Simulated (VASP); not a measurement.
A run of VASP 6.6.1:

The input INCAR:

```
PREC = Accurate ; ENCUT = 500
EDIFF = 1E-7 ; ISMEAR = 0
SIGMA = 0.1 ; LREAL = F
LASPH = T ; NELM = 200
ALGO = Normal ; ISIF = 3
LWAVE = F ; LCHARG = F
GGA = PE ; IBRION = 2
NSW = 100 ; EDIFFG = -0.01
GGA_COMPAT = F ; NELMIN = 4
LMAXMIX = 6
```

KPOINTS

```
Automatic mesh
0
Gamma
  12 12 4
```

POSCAR

```
PrAl3Mo2
1.0
    3.3710911852      0.0000000000      0.0000000000
    0.0000000000      3.3710911852      0.0000000000
    0.0000000000      0.0000000000      9.9474196748
Pr Al Mo
1 3 2
Direct
    0.0000000000      0.0000000000      0.0000000000
    0.5000000000      0.5000000000      0.2308128892
    0.5000000000      0.5000000000      0.5000000000
    0.5000000000      0.5000000000      0.7691871108
    0.0000000000      0.0000000000      0.3737479898
    0.0000000000      0.0000000000      0.6262520102
```

Potentials or basis: VASP PAW PBE potentials, release 64 (Pr_3, Al, Mo_sv), 4f in core.

Launch:

```sh
$ cat potpaw_PBE.64/Pr_3/POTCAR potpaw_PBE.64/Al/POTCAR potpaw_PBE.64/Mo_sv/POTCAR > POTCAR
$ mpirun -np 1 vasp_std > vasp.out
```

Hardware: 1 thread of Intel(R) Xeon(R) 6975P-C (Granite Rapids), on a shared host.

How long does it take, and how much memory?

It took 9 min on 1 thread of Intel(R) Xeon(R) 6975P-C (Granite Rapids), with other jobs on the host, peak memory 0.41 GiB. Counts: scf iterations 67, k points 84, ion steps 7.
